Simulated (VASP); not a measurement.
A run of VASP 6.6.1 is set up as follows.

Contents of INCAR:

```
PREC = Accurate
ENCUT = 520
EDIFF = 1E-7
ISMEAR = 0
SIGMA = 0.020999999999999998
LREAL = F
LASPH = T
NELM = 80
ALGO = Normal
ISIF = 2
LWAVE = F
LCHARG = F
GGA = PE
NBANDS = 16
```

Contents of KPOINTS:

```
Automatic mesh
0
Gamma
  8 8 8
```

The input POSCAR:

```
CdS
1.0
    0.0000000000      2.9165000000      2.9165000000
    2.9165000000      0.0000000000      2.9165000000
    2.9165000000      2.9165000000      0.0000000000
Cd S
1 1
Direct
    0.0000000000      0.0000000000      0.0000000000
    0.7500000000      0.7500000000      0.7500000000
```

Potentials or basis: VASP PAW PBE potentials, release 64 (Cd, S).

Run with:

```sh
$ cat potpaw_PBE.64/Cd/POTCAR potpaw_PBE.64/S/POTCAR > POTCAR
$ mpirun -np 1 vasp_std > vasp.out
```

(1) What does it give for the band gap on the k mesh?

(2) Estimate the pressure.

Answers

(1) 1.15 eV, direct.

(2) 3.2 GPa.
